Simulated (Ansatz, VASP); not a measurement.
# Rh in VASP and in Ansatz

File INCAR:

```
ALGO = Fast
EDIFF = 1E-7
ENCUT = 520
GGA = PS
ISIF = 2
ISMEAR = 0
LASPH = True
LCHARG = True
LELF = True
LREAL = False
LVHAR = True
LWAVE = False
NBANDS = 22
NELM = 80
PREC = Accurate
SIGMA = 0.15
```

File KPOINTS:

```
k-points
0
Gamma
  21 21 12
```

Contents of POSCAR:

```
Rh
1.0
    2.6900143566      0.0000000000      0.0000000000
   -1.3450071783      2.3296207694      0.0000000000
    0.0000000000      0.0000000000      4.4284890000
Rh
2
Direct
    0.6666666667      0.3333333333      0.7500000000
    0.3333333333      0.6666666667      0.2500000000
```

Input for Ansatz:

```yaml
crystal:
  lattice:
    - [2.6900143566, 0.0, 0.0]
    - [-1.3450071783, 2.3296207694, 0.0]
    - [0.0, 0.0, 4.428489]
  atoms:
    - { symbol: Rh, position: [0.6666666667, 0.3333333333, 0.75] }
    - { symbol: Rh, position: [0.3333333333, 0.6666666667, 0.25] }
basis:
  ecutwfc: 420
kpoints:
  mp_grid: { grid: [21, 21, 12] }
hamiltonian:
  xc: pbesol
scf:
  occupations: { method: gaussian, width: 0.15 }
output:
  forces: true
  stress: true
  eigenvalues: true
```

Change from the starting cell: strain -0.015 along x and y, +0.000 along z, atoms carried along.

Alike in both runs: task single point; functional PBEsol; k mesh 21 × 21 × 12; occupations gaussian, width 0.15 eV; no spin polarisation.

|  | VASP | Ansatz |
| --- | --- | --- |
| version | VASP 6.6.1 | Ansatz 0.2.0 |
| potentials or method | VASP PAW PBE potentials, release 64 (Rh_pv), cutoff 520 eV | scalar-relativistic, plane waves, PAW |
| valence electrons in the cell | 30 | 34 |

|  | VASP | Ansatz | Ansatz less VASP |
| --- | --- | --- | --- |
| gap on the k mesh at the Fermi level (eV) | none | none | - |
| pressure (GPa) | -6.5 | -6.4 | +0.07 |
| traceless stress, the component that is largest in VASP (GPa) | -3.67 | -3.68 | -0.003 |

VASP's potentials were made for PBE, not for PBEsol. A gap of «none» marks a metal or a gap that the smearing closes. VASP's potentials hold 30 valence electrons a cell and Ansatz's 34, so a difference there can come from the potentials and not from the codes.
